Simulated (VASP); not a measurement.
# SrBe4Cd (F-43m) in VASP: notebook

SrBe4Cd is run at these levels: PBE; tasks: relaxation of cell and atoms, single point.

All numbers are computed with VASP 6.6.1; they aren't measurements. Logs are shortened: lines on timing, memory, paths and dates and some standing lists are left out, and cuts for length are marked.

**1. The cell of the first run**

Symmetry: F-43m, No. 216, cubic system. Conventional cell: a = 6.895 Å, b = 6.895 Å, c = 6.895 Å, α = 90.00°, β = 90.00°, γ = 90.00°. Within 3.8 Å of Sr (site symmetry -43m) lie 12 Be at 2.86 Å and 4 Cd at 2.99 Å. Be (site symmetry 3m) has 6 Be at 2.44 Å and 3 Sr at 2.86 Å and 3 Cd at 2.86 Å within 3.2 Å. Within 3.8 Å of Cd (site symmetry -43m) lie 12 Be at 2.86 Å and 4 Sr at 2.99 Å.

**2. Relaxation of cell and atoms, PBE**

Contents of INCAR:

```
SYSTEM = SrBe4Cd
ALGO = Normal
EDIFF = 1E-6
EDIFFG = -0.04
ENCUT = 600
GGA = PE
IBRION = 2
ISIF = 3
ISMEAR = 0
LASPH = .True.
LCHARG = .False.
LREAL = .False.
LWAVE = .False.
NELM = 60
NSW = 90
PREC = Accurate
SIGMA = 0.1
```

Contents of KPOINTS:

```
k-points
0
Gamma
  4 4 4
  0 0 0
```

Contents of POSCAR:

```
SrBe4Cd
1.0
    0.0000000000      3.4475280244      3.4475280244
    3.4475280244      0.0000000000      3.4475280244
    3.4475280244      3.4475280244      0.0000000000
Sr Be Cd
1 4 1
Direct
    0.0000000000      0.0000000000      0.0000000000
    0.3750000000      0.8750000000      0.3750000000
    0.3750000000      0.3750000000      0.8750000000
    0.3750000000      0.3750000000      0.3750000000
    0.8750000000      0.3750000000      0.3750000000
    0.7500000000      0.7500000000      0.7500000000
```

Potentials or basis: VASP PAW PBE potentials, release 64 (Sr_sv, Be, Cd).

The run is started by

```
> cat potpaw_PBE.64/Sr_sv/POTCAR potpaw_PBE.64/Be/POTCAR potpaw_PBE.64/Cd/POTCAR > POTCAR
> mpirun -np 1 vasp_std > vasp.out
```

OUTCAR:

```text
SYSTEM = SrBe4Cd
   EDIFF = 1E-6
   EDIFFG = -0.04
   ENCUT = 600
   GGA = PE
   IBRION = 2
   ISIF = 3
   ISMEAR = 0
   LASPH = .True.
   LREAL = .False.
   NELM = 60
   NSW = 90
   PREC = Accurate

 ion  position               nearest neighbor table
   1  0.000  0.000  0.000-   2 2.86   3 2.86   5 2.86   2 2.86   4 2.86   5 2.86   3 2.86   4 2.86
                             5 2.86   2 2.86   3 2.86   4 2.86   6 2.99   6 2.99   6 2.99   6 2.99
   2  0.375  0.875  0.375-   1 2.86   1 2.86   1 2.86   6 2.86   6 2.86   6 2.86
   3  0.375  0.375  0.875-   1 2.86   1 2.86   1 2.86   6 2.86   6 2.86   6 2.86
   4  0.375  0.375  0.375-   1 2.86   1 2.86   1 2.86   6 2.86   6 2.86   6 2.86
   5  0.875  0.375  0.375-   1 2.86   1 2.86   1 2.86   6 2.86   6 2.86   6 2.86
   6  0.750  0.750  0.750-   2 2.86   3 2.86   4 2.86   3 2.86   4 2.86   5 2.86   2 2.86   4 2.86
                             5 2.86   2 2.86   3 2.86   5 2.86   1 2.99   1 2.99   1 2.99   1 2.99

  LATTYP: Found a face centered cubic cell.
 ALAT       =     6.8950560488

  Lattice vectors:

 A1 = (   0.0000000000,   3.4475280244,   3.4475280244)
 A2 = (   3.4475280244,   0.0000000000,   3.4475280244)
 A3 = (   3.4475280244,   3.4475280244,   0.0000000000)

Analysis of symmetry for initial positions (statically):
=====================================================================
 Subroutine PRICEL returns:
 Original cell was already a primitive cell.

 Routine SETGRP: Setting up the symmetry group for a
 face centered cubic supercell.

 Subroutine GETGRP returns: Found 24 space group operations
 (whereof 24 operations were pure point group operations)
 out of a pool of 48 trial point group operations.

The static configuration has the point symmetry T_d .

Analysis of symmetry for dynamics (positions and initial velocities):
=====================================================================
 Subroutine PRICEL returns:
 Original cell was already a primitive cell.

 Routine SETGRP: Setting up the symmetry group for a
 face centered cubic supercell.

 Subroutine GETGRP returns: Found 24 space group operations
 (whereof 24 operations were pure point group operations)
 out of a pool of 48 trial point group operations.

The dynamic configuration has the point symmetry T_d .

 Subroutine INISYM returns: Found 24 space group operations
 (whereof 24 operations are pure point group operations),
 and found     1 'primitive' translations

----------------------------------------------------------------------------------------

                                     Primitive cell

  volume of cell :      81.9508

  direct lattice vectors                    reciprocal lattice vectors
     0.000000000  3.447528024  3.447528024    -0.145031453  0.145031453  0.145031453
     3.447528024  0.000000000  3.447528024     0.145031453 -0.145031453  0.145031453
     3.447528024  3.447528024  0.000000000     0.145031453  0.145031453 -0.145031453

  length of vectors
     4.875540889  4.875540889  4.875540889     0.251201846  0.251201846  0.251201846

  position of ions in fractional coordinates (direct lattice)
     0.000000000  0.000000000  0.000000000
     0.375000000  0.875000000  0.375000000
     0.375000000  0.375000000  0.875000000
     0.375000000  0.375000000  0.375000000
     0.875000000  0.375000000  0.375000000
     0.750000000  0.750000000  0.750000000

  ion indices of the primitive-cell ions
   primitive index   ion index
                 1           1
                 2           2
                 3           3
                 4           4
                 5           5
                 6           6

----------------------------------------------------------------------------------------

 KPOINTS: k-points

Automatic generation of k-mesh.
 Grid dimensions read from file:
 generate k-points for:    4    4    4

 Generating k-lattice:

  Cartesian coordinates                     Fractional coordinates (reciprocal lattice)
    -0.036257863  0.036257863  0.036257863     0.250000000  0.000000000  0.000000000
     0.036257863 -0.036257863  0.036257863     0.000000000  0.250000000  0.000000000
     0.036257863  0.036257863 -0.036257863     0.000000000  0.000000000  0.250000000

  Length of vectors
     0.062800461  0.062800461  0.062800461

  Shift w.r.t. Gamma in fractional coordinates (k-lattice)
     0.000000000  0.000000000  0.000000000

 Subroutine IBZKPT returns following result:
 ===========================================

 Found      8 irreducible k-points:

 Following reciprocal coordinates:
            Coordinates               Weight
  0.000000  0.000000  0.000000      1.000000
  0.250000  0.000000  0.000000      8.000000
  0.500000  0.000000  0.000000      4.000000
  0.250000  0.250000  0.000000      6.000000
  0.500000  0.250000  0.000000     24.000000
 -0.250000  0.250000  0.000000     12.000000
  0.500000  0.500000  0.000000      3.000000
 -0.250000  0.500000  0.250000      6.000000
[... 38 lines left out ...]
     AMIX_MAG =   1.60;   BMIX_MAG =  1.00
  volume/ion in A,a.u.               =      13.66        92.17
  Fermi-wavevector in a.u.,A,eV,Ry     =   1.171109  2.213076 18.660351  1.371497
  Thomas-Fermi vector in A             =   2.307558
   LORBIT       =      0    0 simple, 1 ext, 2 COOP (PROOUT), +10 PAW based schemes
   GGA     = PE    functional components
   LHFCALC =     F    Hartree Fock is set to
   AEXX    =    0.0000 exact exchange contribution
   IVDW    =     0    specifies the selected vdW correction
   LEPSILON=     F    determine dielectric tensor
   LRPA    =     F    only Hartree local field effects (RPA)
 conjugate gradient relaxation of ions
 non-spin polarized calculation
 Gauss-broadening in eV      SIGMA  =   0.10
  energy-cutoff  :      600.00
  volume of cell :       81.95
 maximum number of plane-waves:      2764
 NGX is ok and might be reduce to    40
   NGX = 19   NGY = 19   NGZ = 19

--------------------------------------- Ionic step        1  -------------------------------------------

 number of electron      30.0000000 magnetization

 Free energy of the ion-electron system (eV)
  ---------------------------------------------------
  ext. energy  EPLUGINS =         0.00000000
  ---------------------------------------------------
  free energy    TOTEN  =       -14.29093723 eV

  energy without entropy =      -14.26938288  energy(sigma->0) =      -14.28016006

------------------------ aborting loop because EDIFF is reached ----------------------------------------

  FORCE on cell =-STRESS in cart. coord.  units (eV):
  Direction    XX          YY          ZZ          XY          YZ          ZX
  --------------------------------------------------------------------------------------
  -------------------------------------------------------------------------------------
  Total        4.6689001      4.6689001      4.6689001     -0.0000000     -0.0000000      0.0000000
  in kB       91.2791845     91.2791845     91.2791845     -0.0000000     -0.0000000      0.0000000
  external PRESSURE =      91.2791845 kB  Pullay stress =       0.0000000 kB

 VOLUME and BASIS-vectors are now :
 -----------------------------------------------------------------------------
  energy-cutoff  :      600.00
  volume of cell :       81.95
      direct lattice vectors                 reciprocal lattice vectors
     0.000000000  3.447528024  3.447528024    -0.145031453  0.145031453  0.145031453
     3.447528024  0.000000000  3.447528024     0.145031453 -0.145031453  0.145031453
     3.447528024  3.447528024  0.000000000     0.145031453  0.145031453 -0.145031453
[... 161 lines left out ...]
 POSITION                                       TOTAL-FORCE (eV/Angst)
 -----------------------------------------------------------------------------------
      0.00000     -0.00000      0.00000         0.000000      0.000000     -0.000000
      4.49229      2.67126      4.49229         0.039918     -0.039918      0.039918
      4.49229      4.49229      2.67126         0.039918      0.039918     -0.039918
      2.67126      2.67126      2.67126        -0.039918     -0.039918     -0.039918
      2.67126      4.49229      4.49229        -0.039918      0.039918      0.039918
      5.37267      5.37267      5.37267         0.000000     -0.000000      0.000000
 -----------------------------------------------------------------------------------
    total drift:                                0.000000      0.000000      0.000000

  FREE ENERGIE OF THE ION-ELECTRON SYSTEM (eV)
  ---------------------------------------------------
  free  energy   TOTEN  =       -14.5556018358 eV

  energy  without entropy=      -14.5340479358  energy(sigma->0) =      -14.54482489

--------------------------------------- Ionic step        6  -------------------------------------------

 number of electron      29.9999994 magnetization

 Free energy of the ion-electron system (eV)
  ---------------------------------------------------
  ext. energy  EPLUGINS =         0.00000000
  ---------------------------------------------------
  free energy    TOTEN  =       -14.56062787 eV

  energy without entropy =      -14.53586757  energy(sigma->0) =      -14.54824772

 E-fermi :   3.9952     XC(G=0): -10.0597

 val. band max:        3.9629834829   @ k =   0.5000   0.2500   0.0000
 cond. band min:       4.0037230054   @ k =  -0.2500   0.5000   0.2500
 fundamental gap:      0.0407395225
 Fermi energy:         3.9951626657

 k-point     1 :       0.0000    0.0000    0.0000
  band No.  band energies     occupation
      1     -30.5060      2.00000
      2     -12.7705      2.00000
      3     -12.7705      2.00000
      4     -12.7705      2.00000
      5      -4.9773      2.00000
      6      -4.9773      2.00000
[... 11 lines left out ...]
     18       5.1357      0.00000
     19       5.1357      0.00000
[... 174 lines left out ...]
 POSITION                                       TOTAL-FORCE (eV/Angst)
 -----------------------------------------------------------------------------------
      3.58372      7.16744      3.58372         0.000000      0.000000     -0.000000
      4.51456      2.65287      4.51456         0.000785     -0.000785      0.000785
      4.51456      4.51456      2.65287         0.000785      0.000785     -0.000785
      2.65287      2.65287      2.65287        -0.000785     -0.000785     -0.000785
      2.65287      4.51456      4.51456        -0.000785      0.000785      0.000785
      5.37558      5.37558      5.37558        -0.000000      0.000000     -0.000000
 -----------------------------------------------------------------------------------
    total drift:                                0.000000      0.000000      0.000000

  FREE ENERGIE OF THE ION-ELECTRON SYSTEM (eV)
  ---------------------------------------------------
  free  energy   TOTEN  =       -14.5606278746 eV

  energy  without entropy=      -14.5358675665  energy(sigma->0) =      -14.54824772

 reached required accuracy - stopping structural energy minimisation
```

It took 56 s on 1 thread of Intel Xeon 6975P-C (Granite Rapids), shared host; peak memory 0.26 GiB.

What came out:

| Quantity | Value |
| --- | --- |
| Free energy | -14.5606 eV |
| Relaxed volume | 15.34 Å³/atom |
| Relaxed cell | a = 5.068 Å, b = 5.068 Å, c = 5.068 Å, α = 60.00°, β = 60.00°, γ = 60.00° |
| Space group after relaxing (to 0.1 Å) | F-43m (No. 216) |
| Energy gained by relaxing | 44.9 meV/atom |
| Ionic steps | 6 |
| Pressure after relaxing | 0.2 GPa |
| Band gap on the k mesh | zero (bands 15 and 16 overlap by 0.46 eV) |

Step by step:
| step | energy change (eV) | largest force (eV/Å) | pressure (GPa) | volume (Å³) |
| --- | --- | --- | --- | --- |
| 1 | 0.0000 | 0.0623 | 9.13 | 81.95 |
| 2 | -0.2560 | 0.1166 | 0.16 | 91.53 |
| 3 | -0.2561 | 0.1177 | -0.02 | 91.80 |
| 4 | -0.2587 | 0.1049 | -0.03 | 91.83 |
| 5 | -0.2647 | 0.0691 | 0.00 | 91.90 |
| 6 | -0.2697 | 0.0014 | 0.20 | 92.05 |

Final structure:
```yaml
crystal:
  lattice:
    - [0.00000, 3.58372, 3.58372]
    - [3.58372, 0.00000, 3.58372]
    - [3.58372, 3.58372, 0.00000]
  atoms:
    - { symbol: Sr, position: [0.00000, 0.00000, 0.00000] }
    - { symbol: Be, position: [0.37013, 0.88961, 0.37013] }
    - { symbol: Be, position: [0.37013, 0.37013, 0.88961] }
    - { symbol: Be, position: [0.37013, 0.37013, 0.37013] }
    - { symbol: Be, position: [0.88961, 0.37013, 0.37013] }
    - { symbol: Cd, position: [0.75000, 0.75000, 0.75000] }
```

Levels at points of the mesh, in eV from the Fermi level:
```
           k point  band 11  band 12  band 13  band 14  band 15  band 16  band 17  band 18  band 19
(0.00, 0.00, 0.00)    -2.78    -2.04    -2.04    -2.04     0.12     0.12     0.98     1.14     1.14
(0.50, 0.00, 0.00)    -5.91    -2.60    -1.92    -1.92    -0.23    -0.23     1.06     2.04     2.04
(0.50, 0.50, 0.00)    -5.24    -4.21    -2.32    -2.32    -1.38     1.69     2.49     2.49     3.80
```

Caveat: the k points lie up to 0.38 Å⁻¹ apart in the final cell.

**3. Single point, PBE**

This run uses another cell than the first one, of 15.36 Å³/atom.

Contents of INCAR:

```
SYSTEM = SrBe4Cd
PREC = Accurate
ENCUT = 520
EDIFF = 1E-6
ISMEAR = 0
SIGMA = 0.1
LREAL = .FALSE.
LASPH = .TRUE.
NELM = 80
ALGO = Fast
ISIF = 2
LWAVE = .FALSE.
LCHARG = .FALSE.
GGA = PE
NBANDS = 24
```

Contents of KPOINTS:

```
regular mesh
0
G
  10 10 10
  0 0 0
```

Contents of POSCAR:

```
SrBe4Cd
1.0
    0.0000000000      3.5849368929      3.5849368929
    3.5849368929      0.0000000000      3.5849368929
    3.5849368929      3.5849368929      0.0000000000
Sr Be Cd
1 4 1
Direct
    0.0000000000      0.0000000000      0.0000000000
    0.1165505759      0.6278164747      0.6278164747
    0.6278164747      0.6278164747      0.6278164747
    0.6278164747      0.1165505759      0.6278164747
    0.6278164747      0.6278164747      0.1165505759
    0.2500000000      0.2500000000      0.2500000000
```

Potentials or basis: VASP PAW PBE potentials, release 64 (Sr_sv, Be, Cd).

The run is started by

```
> cat potpaw_PBE.64/Sr_sv/POTCAR potpaw_PBE.64/Be/POTCAR potpaw_PBE.64/Cd/POTCAR > POTCAR
> mpirun -np 1 vasp_std > vasp.out
```

Run time: 80 s. Hardware: 1 thread of Intel Xeon 6975P-C (Granite Rapids), shared host; peak memory 0.31 GiB.

It converged, with:

| Property | Result |
| --- | --- |
| Free energy | -14.5791 eV |
| Pressure | 0.2 GPa |
| Largest force | 0.014 eV/Å |
| Band gap on the k mesh | zero (bands 15 and 16 overlap by 0.68 eV) |

Forces in eV/Å, atoms in the order of the input:
```
Sr   0.000  0.000  0.000
Be  -0.008  0.008  0.008
Be  -0.008 -0.008 -0.008
Be   0.008 -0.008  0.008
Be   0.008  0.008 -0.008
Cd   0.000  0.000  0.000
```

Levels at points of the mesh, in eV from the Fermi level:
```
           k point  band 11  band 12  band 13  band 14  band 15  band 16  band 17  band 18  band 19  band 20
(0.00, 0.00, 0.00)    -2.74    -2.05    -2.05    -2.05     0.07     0.07     0.88     1.05     1.05     1.05
(0.50, 0.00, 0.00)    -5.97    -2.63    -1.98    -1.98    -0.21    -0.21     1.03     2.00     2.00     4.16
(0.50, 0.50, 0.00)    -5.23    -4.19    -2.36    -2.36    -1.43     1.58     2.49     2.49     3.63     3.63
```

**4. Relaxation of cell and atoms, PBE**

This run uses another cell than the first one, of 15.27 Å³/atom.

Contents of INCAR:

```
  ALGO = Fast
  EDIFF = 1E-6
  EDIFFG = -0.01
  ENCUT = 600
  GGA = PE
  IBRION = 2
  ISIF = 3
  ISMEAR = 0
  LASPH = T
  LCHARG = F
  LREAL = F
  LWAVE = F
  NELM = 80
  NSW = 100
  PREC = Accurate
  SIGMA = 0.1
```

Contents of KPOINTS:

```
k-points
0
Gamma
  10 10 10
```

Contents of POSCAR:

```
SrBe4Cd
1.0
    0.0000000000      3.5784327578      3.5784327578
    3.5784327578      0.0000000000      3.5784327578
    3.5784327578      3.5784327578      0.0000000000
Sr Be Cd
1 4 1
Direct
    0.0000000000      0.0000000000      0.0000000000
    0.1161346951      0.6279551016      0.6279551016
    0.6279551016      0.6279551016      0.6279551016
    0.6279551016      0.1161346951      0.6279551016
    0.6279551016      0.6279551016      0.1161346951
    0.2500000000      0.2500000000      0.2500000000
```

The run is started by

```
> cat potpaw_PBE.64/Sr_sv/POTCAR potpaw_PBE.64/Be/POTCAR potpaw_PBE.64/Cd/POTCAR > POTCAR
> mpirun -np 1 vasp_std > vasp.out
```

It took 3.6 min on 1 thread of Intel Xeon 6975P-C (Granite Rapids), shared host; peak memory 0.33 GiB.

It converged, with:

| Quantity | Value |
| --- | --- |
| Free energy | -14.5788 eV |
| Relaxed volume | 15.39 Å³/atom |
| Relaxed cell | a = 5.074 Å, b = 5.074 Å, c = 5.074 Å, α = 60.00°, β = 60.00°, γ = 60.00° |
| Space group after relaxing (to 0.1 Å) | F-43m (No. 216) |
| Energy gained by relaxing | 0.2 meV/atom |
| Ionic steps | 9 |
| Pressure after relaxing | 0.0 GPa |
| Largest force after relaxing | 0.009 eV/Å |
| Band gap on the k mesh | zero (bands 15 and 16 overlap by 0.68 eV) |

Forces in eV/Å, atoms in the order of the input:
```
Sr   0.000  0.000  0.000
Be  -0.005  0.005  0.005
Be  -0.005 -0.005 -0.005
Be   0.005 -0.005  0.005
Be   0.005  0.005 -0.005
Cd   0.000  0.000  0.000
```

Step by step:
| step | energy change (eV) | largest force (eV/Å) | pressure (GPa) | volume (Å³) |
| --- | --- | --- | --- | --- |
| 1 | 0.0000 | 0.0219 | 0.52 | 91.64 |
| 2 | -0.0012 | 0.0134 | 0.09 | 92.30 |
| 3 | -0.0011 | 0.0090 | -0.18 | 92.64 |
| 4 | -0.0012 | 0.0117 | -0.05 | 92.43 |
| 5 | -0.0012 | 0.0121 | -0.03 | 92.40 |
| 6 | -0.0012 | 0.0126 | -0.01 | 92.36 |
| 7 | -0.0012 | 0.0124 | 0.00 | 92.37 |
| 8 | -0.0013 | 0.0118 | 0.00 | 92.37 |
| 9 | -0.0013 | 0.0091 | 0.00 | 92.34 |

Final structure:
```xyz
6
Lattice="0.0000 3.5875 3.5875 3.5875 0.0000 3.5875 3.5875 3.5875 0.0000" Properties=species:S:1:pos:R:3 pbc="T T T"
Sr    0.0000    0.0000    0.0000
Be    4.5035    2.6715    2.6715
Be    4.5035    4.5035    4.5035
Be    2.6715    4.5035    2.6715
Be    2.6715    2.6715    4.5035
Cd    1.7938    1.7938    1.7938
```

Levels at points of the mesh, in eV from the Fermi level:
```
           k point  band 13  band 14  band 15  band 16  band 17  band 18
(0.00, 0.00, 0.00)    -2.04    -2.04     0.07     0.07     0.86     1.04
(0.50, 0.00, 0.00)    -1.98    -1.98    -0.21    -0.21     1.03     1.99
(0.50, 0.50, 0.00)    -2.36    -2.36    -1.44     1.58     2.50     2.50
```

**5. Summary**

| task | cell | k mesh | cutoff (eV) | gap on the mesh (eV) | pressure (GPa) | relaxed volume (Å³/atom) | largest force (eV/Å) |
| --- | --- | --- | --- | --- | --- | --- | --- |
| relaxation of cell and atoms | relaxed from a = 4.876 Å, angles 60.0°, 6 atoms, atomic positions A | 4 × 4 × 4 | 600 | none | 0.2 | 15.34 | - |
| single point | a = 5.070 Å, angles 60.0°, 6 atoms, atomic positions B | 10 × 10 × 10 | 520 | none | 0.2 | - | 0.01 |
| relaxation of cell and atoms | relaxed from a = 5.061 Å, angles 60.0°, 6 atoms, atomic positions B | 10 × 10 × 10 | 600 | none | 0.0 | 15.39 | 0.01 |

Alike in all rows: level PBE; potentials or basis VASP PAW PBE potentials, release 64 (Sr_sv, Be, Cd); no spin polarisation; smearing gaussian 0.1 eV.

Caveats: some runs use coarse meshes.

Absolute energies hang on the potentials; compare differences alone.
